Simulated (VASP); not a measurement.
# Zn (Im-3m) in VASP: a series of runs, part 2 of 2

VASP 6.6.1. The steps go on from the part before.

## (3) Single point, r2SCAN

This run uses another cell than the first one, of 14.52 Å³/atom, 0.887 times its volume.

POSCAR

```
Zn
1.0
   -1.5370068493      1.5370068493      1.5370068493
    1.5370068493     -1.5370068493      1.5370068493
    1.5370068493      1.5370068493     -1.5370068493
Zn
1
Direct
    0.0000000000      0.0000000000      0.0000000000
```

INCAR.step1

```
PREC     = Accurate       # precision mode
ENCUT    = 520            # plane-wave cutoff, eV
ISMEAR   = -1             # smearing method
SIGMA    = 0.05           # smearing width, eV
LREAL    = F              # projectors in reciprocal space
LASPH    = T              # aspherical terms in the spheres
NELM     = 80             # most SCF steps
NBANDS   = 12             # bands
GGA      = PE             # functional
ALGO     = Normal         # electronic algorithm
EDIFF    = 1E-4           # SCF threshold, eV
LWAVE    = T              # write WAVECAR
LCHARG   = F              # write CHGCAR
```

INCAR.step2

```
PREC     = Accurate       # precision mode
ENCUT    = 520            # plane-wave cutoff, eV
EDIFF    = 1E-7           # SCF threshold, eV
ISMEAR   = -1             # smearing method
SIGMA    = 0.05           # smearing width, eV
LREAL    = F              # projectors in reciprocal space
LASPH    = T              # aspherical terms in the spheres
NELM     = 80             # most SCF steps
ALGO     = Normal         # electronic algorithm
ISIF     = 2              # what is computed and relaxed
LWAVE    = F              # write WAVECAR
LCHARG   = T              # write CHGCAR
METAGGA  = R2SCAN         # meta-GGA
LMIXTAU  = T            
LELF     = T              # ELF
LVHAR    = T            
NBANDS   = 12             # bands
ISTART   = 1
```

KPOINTS

```
Automatic mesh
0
Gamma
  12 12 12
```

Potentials or basis: VASP PAW PBE potentials, release 64 (Zn).

Launch:

```
cat potpaw_PBE.64/Zn/POTCAR > POTCAR
cp INCAR.step1 INCAR
mpirun -np 1 vasp_std > vasp.out
cp INCAR.step2 INCAR
mpirun -np 1 vasp_std > vasp.out
```

OUTCAR:

```text
PREC = Accurate
   ENCUT = 520
   EDIFF = 1E-7
   ISMEAR = -1
   LREAL = F
   LASPH = T
   NELM = 80
   ISIF = 2
   METAGGA = R2SCAN
   ISTART = 1

 ion  position               nearest neighbor table
   1  0.000  0.000  0.000-

  LATTYP: Found a body centered cubic cell.
 ALAT       =     3.0740136986

  Lattice vectors:

 A1 = (  -1.5370068493,   1.5370068493,   1.5370068493)
 A2 = (   1.5370068493,  -1.5370068493,   1.5370068493)
 A3 = (   1.5370068493,   1.5370068493,  -1.5370068493)

Analysis of symmetry for initial positions (statically):
=====================================================================
 Subroutine PRICEL returns:
 Original cell was already a primitive cell.

 Routine SETGRP: Setting up the symmetry group for a
 body centered cubic supercell.

 Subroutine GETGRP returns: Found 48 space group operations
 (whereof 48 operations were pure point group operations)
 out of a pool of 48 trial point group operations.

The static configuration has the point symmetry O_h .

Analysis of symmetry for dynamics (positions and initial velocities):
=====================================================================
 Subroutine PRICEL returns:
 Original cell was already a primitive cell.

 Routine SETGRP: Setting up the symmetry group for a
 body centered cubic supercell.

 Subroutine GETGRP returns: Found 48 space group operations
 (whereof 48 operations were pure point group operations)
 out of a pool of 48 trial point group operations.

The dynamic configuration has the point symmetry O_h .

 Subroutine INISYM returns: Found 48 space group operations
 (whereof 48 operations are pure point group operations),
 and found     1 'primitive' translations

----------------------------------------------------------------------------------------

                                     Primitive cell

[... 106 lines left out ...]
   IMIX   =      4    mixing-type and parameters
     AMIX     =   0.40;   BMIX     =  1.00
     AMIX_MAG =   1.60;   BMIX_MAG =  1.00
  volume/ion in A,a.u.               =      14.52        98.01
  Fermi-wavevector in a.u.,A,eV,Ry     =   1.536171  2.902941 32.107301  2.359820
  Thomas-Fermi vector in A             =   2.642857
   LORBIT       =      0    0 simple, 1 ext, 2 COOP (PROOUT), +10 PAW based schemes
   METAGGA = R2SCAN    functional components
   LHFCALC =     F    Hartree Fock is set to
   AEXX    =    0.0000 exact exchange contribution
   IVDW    =     0    specifies the selected vdW correction
   LEPSILON=     F    determine dielectric tensor
   LRPA    =     F    only Hartree local field effects (RPA)
 non-spin polarized calculation
  energy-cutoff  :      520.00
  volume of cell :       14.52
 maximum number of plane-waves:       402
   NGX =  9   NGY =  9   NGZ =  9

 number of electron      12.0000000 magnetization

 Free energy of the ion-electron system (eV)
  ---------------------------------------------------
  ext. energy  EPLUGINS =         0.00000000
  ---------------------------------------------------
  free energy    TOTEN  =        -8.79619342 eV

  energy without entropy =       -8.79308187  energy(sigma->0) =       -8.79463765

 E-fermi :   3.4996     XC(G=0): -12.9642

 val. band max:        3.3062935475   @ k =   0.3333   0.2500   0.0833
 cond. band min:       3.5047480676   @ k =   0.4167   0.0833   0.0000
 fundamental gap:      0.1984545201
 Fermi energy:         3.4995626432

 k-point     1 :       0.0000    0.0000    0.0000
  band No.  band energies     occupation
      1      -7.9376      2.00000
      2      -4.8473      2.00000
      3      -4.8472      2.00000
      4      -4.8472      2.00000
      5      -4.2901      2.00000
      6      -4.2901      2.00000
      7      24.6532      0.00000
      8      24.6532      0.00000
      9      24.6534      0.00000
     10      25.6790      0.00000
     11      25.6791      0.00000
     12      25.6791      0.00000
[... 331 lines left out ...]
 k-point    24 :       0.4167    0.0833    0.0833
  band No.  band energies     occupation
      1      -5.4662      2.00000
      2      -5.1953      2.00000
      3      -4.2976      2.00000
      4      -4.2492      2.00000
      5      -4.1929      2.00000
      6       1.0814      2.00000
      7       2.8971      1.99999
      8      12.9186      0.00000
      9      13.3625      0.00000
     10      24.4192      0.00000
     11      25.5614      0.00000
     12      33.9293      0.00000

 [... further k-points ...]
[... 5 lines left out ...]
  --------------------------------------------------------------------------------------
  -------------------------------------------------------------------------------------
  Total       -0.0333965     -0.0333965     -0.0333965      0.0000000     -0.0000000     -0.0000000
  in kB       -3.6840353     -3.6840353     -3.6840353      0.0000000     -0.0000000     -0.0000000
  external PRESSURE =      -3.6840353 kB  Pullay stress =       0.0000000 kB

 VOLUME and BASIS-vectors are now :
 -----------------------------------------------------------------------------
  energy-cutoff  :      520.00
  volume of cell :       14.52
      direct lattice vectors                 reciprocal lattice vectors
    -1.537006849  1.537006849  1.537006849     0.000000000  0.325307594  0.325307594
     1.537006849 -1.537006849  1.537006849     0.325307594  0.000000000  0.325307594
     1.537006849  1.537006849 -1.537006849     0.325307594  0.325307594  0.000000000

 POSITION                                       TOTAL-FORCE (eV/Angst)
 -----------------------------------------------------------------------------------
      0.00000      0.00000      0.00000         0.000000     -0.000000      0.000000
 -----------------------------------------------------------------------------------
    total drift:                               -0.000000     -0.000000      0.000000

  FREE ENERGIE OF THE ION-ELECTRON SYSTEM (eV)
  ---------------------------------------------------
  free  energy   TOTEN  =        -8.7961934243 eV

  energy  without entropy=       -8.7930818694  energy(sigma->0) =       -8.79463765
```

OSZICAR.step1:

```text
N       E                     dE             d eps       ncg     rms          rms(c)
DAV:   1     0.422755456552E+02    0.42276E+02   -0.65144E+03  1808   0.159E+03
DAV:   2     0.650648077981E-01   -0.42210E+02   -0.40041E+02  1812   0.215E+02
DAV:   3    -0.111468464510E+01   -0.11797E+01   -0.11786E+01  2008   0.357E+01
DAV:   4    -0.111705561739E+01   -0.23710E-02   -0.23709E-02  1948   0.158E+00
DAV:   5    -0.111705730868E+01   -0.16913E-05   -0.16908E-05  1456   0.409E-02    0.316E+00
DAV:   6    -0.101539013363E+01    0.10167E+00   -0.52990E-01  1960   0.148E+01    0.235E+00
DAV:   7    -0.100954078145E+01    0.58494E-02   -0.97524E-03  1856   0.192E+00    0.119E+00
DAV:   8    -0.100693775210E+01    0.26030E-02   -0.11937E-03  2172   0.507E-01    0.365E-02
DAV:   9    -0.100694153362E+01   -0.37815E-05   -0.74096E-05  1152   0.133E-01
   1 F= -.10069415E+01 E0= -.10050246E+01  d E =-.383381E-02
```

It took 46 s on 1 thread of AMD EPYC 7R43 (Zen 3), shared host; peak memory 0.1 GiB.

Results:

```yaml
Free_energy: -8.7962 eV
Pressure: -0.4 GPa
Band_gap_on_the_k_mesh: zero (band 6 reaches 7.99 eV, above the bottom of band 7 at 2.60 eV)
```

Caveat: the PAW data sets were made with another functional, which shifts forces and pressure a little.
